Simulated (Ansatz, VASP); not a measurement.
# CuI in VASP and in Ansatz

Contents of INCAR:

```
PREC = Accurate ; ENCUT = 520
EDIFF = 1E-7 ; ISMEAR = -1
SIGMA = 0.05 ; LREAL = F
LASPH = T ; NELM = 80
ALGO = Normal ; ISIF = 2
LWAVE = F ; LCHARG = F
GGA = PE ; NBANDS = 26
```

File KPOINTS:

```
regular mesh
0
Gamma
  7 7 4
```

The input POSCAR:

```
CuI
1.0
    4.0627443817      0.0000000000      0.0000000000
    0.0000000000      4.0627443817      0.0000000000
    0.0000000000      0.0000000000      6.5074871981
I Cu
2 2
Direct
    0.0000000000      0.5000000000      0.7430343600
    0.5000000000      0.0000000000      0.2569656400
    0.0000000000      0.0000000000      0.0000000000
    0.5000000000      0.5000000000      0.0000000000
```

File input.yaml:

```yaml
crystal:
  lattice:
    - [4.0627443817, 0.0, 0.0]
    - [0.0, 4.0627443817, 0.0]
    - [0.0, 0.0, 6.5074871981]
  atoms:
    - { symbol: I, position: [0.0, 0.5, 0.74303436] }
    - { symbol: I, position: [0.5, 0.0, 0.25696564] }
    - { symbol: Cu, position: [0.0, 0.0, 0.0] }
    - { symbol: Cu, position: [0.5, 0.5, 0.0] }
kpoints:
  mp_grid: { grid: [7, 7, 4] }
scf:
  occupations: { method: fermi_dirac, width: 0.05 }
hamiltonian:
  xc: pbe
  pseudopotentials: { kind: all_electron, lapw: { basis_error: 0.001 } }
output:
  forces: true
  stress: true
  eigenvalues: true
```

Change from the starting cell: volume scaled by 0.98.

Alike in both runs: task single point; functional PBE; k mesh 7 × 7 × 4; occupations fermi-dirac, width 0.05 eV; no spin polarisation.

|  | VASP | Ansatz |
| --- | --- | --- |
| version | VASP 6.6.1 | Ansatz 0.2.0 |
| potentials or method | VASP PAW PBE potentials, release 64 (I, Cu), cutoff 520 eV | all-electron LAPW, scalar-relativistic |

```tsv
	VASP	Ansatz	Ansatz less VASP
gap on the k mesh at the Fermi level (eV)	1.66	1.65	-0.011
least direct gap on the mesh (eV)	1.66	1.65	-0.011
pressure (GPa)	2.4	2.3	-0.04
traceless stress, the component that is largest in VASP (GPa)	0.22	0.24	+0.024
rms of the force components (eV/Å)	0.138	0.135	-0.0027
```

Atom by atom the forces differ by 0.003 eV/Å (rms over components). Ansatz ran all-electron here, and VASP with PAW potentials.

Spin-orbit coupling is off throughout.
